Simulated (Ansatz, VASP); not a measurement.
## GaN: VASP beside Ansatz

POSCAR

```
GaN
1.0
    2.9674563568      0.0000000000      0.0000000000
   -1.4837281784      2.5698925896      0.0000000000
    0.0000000000      0.0000000000      5.0327427812
Ga N
2 2
Direct
    0.0000000000      0.0000000000      0.0000000000
    0.0000000000      0.0000000000      0.5000000000
    0.3333333333      0.6666666667      0.2500000000
    0.6666666667      0.3333333333      0.7500000000
```

The input INCAR.step1:

```
SYSTEM = GaN
PREC     = Accurate       ! precision mode
ENCUT    = 520            ! plane-wave cutoff, eV
ISMEAR   = -1             ! smearing method
SIGMA    = 0.08           ! smearing width, eV
LREAL    = .FALSE.        ! projectors in reciprocal space
LASPH    = .TRUE.         ! aspherical terms in the spheres
NELM     = 80             ! most SCF steps
NBANDS   = 26             ! bands
GGA      = PE             ! functional
ALGO     = Normal         ! electronic algorithm
EDIFF    = 1E-4           ! SCF threshold, eV
LWAVE    = .TRUE.         ! write WAVECAR
LCHARG   = .FALSE.        ! write CHGCAR
```

Contents of INCAR.step2:

```
SYSTEM = GaN
PREC     = Accurate       ! precision mode
ENCUT    = 520            ! plane-wave cutoff, eV
EDIFF    = 1E-8           ! SCF threshold, eV
ISMEAR   = -1             ! smearing method
SIGMA    = 0.08           ! smearing width, eV
LREAL    = .FALSE.        ! projectors in reciprocal space
LASPH    = .TRUE.         ! aspherical terms in the spheres
NELM     = 80             ! most SCF steps
ALGO     = Normal         ! electronic algorithm
ISIF     = 2              ! what is computed and relaxed
LWAVE    = .FALSE.        ! write WAVECAR
LCHARG   = .FALSE.        ! write CHGCAR
METAGGA  = R2SCAN         ! meta-GGA
LMIXTAU  = .TRUE.       
LEFG     = .TRUE.       
NBANDS   = 26             ! bands
ISTART   = 1
```

File KPOINTS:

```
regular mesh
0
G
  12 12 7
  0 0 0
```

Input for Ansatz:

```yaml
crystal:
  lattice:
    - [2.9674563568, 0.0, 0.0]
    - [-1.4837281784, 2.5698925896, 0.0]
    - [0.0, 0.0, 5.0327427812]
  atoms:
    - { symbol: Ga, position: [0.0, 0.0, 0.0] }
    - { symbol: Ga, position: [0.0, 0.0, 0.5] }
    - { symbol: "N", position: [0.3333333333, 0.6666666667, 0.25] }
    - { symbol: "N", position: [0.6666666667, 0.3333333333, 0.75] }
kpoints:
  mp_grid: { grid: [12, 12, 7] }
  band_path:
    path:
      - [0.0, 0.0, 0.0]
      - [0.5, 0.0, 0.0]
      - [0.3333333333, 0.3333333333, 0.0]
      - [0.0, 0.0, 0.0]
      - [0.0, 0.0, 0.5]
      - [0.5, 0.0, 0.5]
      - [0.3333333333, 0.3333333333, 0.5]
      - [0.0, 0.0, 0.5]
      - [0.5, 0.0, 0.5]
    npoints: 8
scf:
  occupations: { method: fermi_dirac, width: 0.08 }
hamiltonian:
  xc: r2scan
  pseudopotentials: { kind: all_electron, datasets: crystal }
output:
  forces: true
  stress: true
  eigenvalues: true
  efg: { contact_densities: true }
```

Alike in both runs: task electric field gradients; functional r2SCAN; k mesh 12 × 12 × 7; occupations fermi-dirac, width 0.08 eV; no spin polarisation.

```csv
,VASP,Ansatz
version,VASP 6.6.1,Ansatz 0.2.0
potentials or method,"VASP PAW PBE potentials, release 64 (Ga_d, N), cutoff 520 eV","all-electron PAW with datasets made for the crystal, scalar-relativistic"
```

```tsv
	VASP	Ansatz	Ansatz less VASP
pressure (GPa)	1.1	0.1	-1.01
traceless stress, the component that is largest in VASP (GPa)	0.09	0.00	-0.088
size of Vzz on the site where it differs most (V/Å²)	14.9	13.6	-1.37
```

VASP's potentials were made for PBE, not for r2SCAN. Ansatz ran all-electron here, and VASP with PAW potentials.
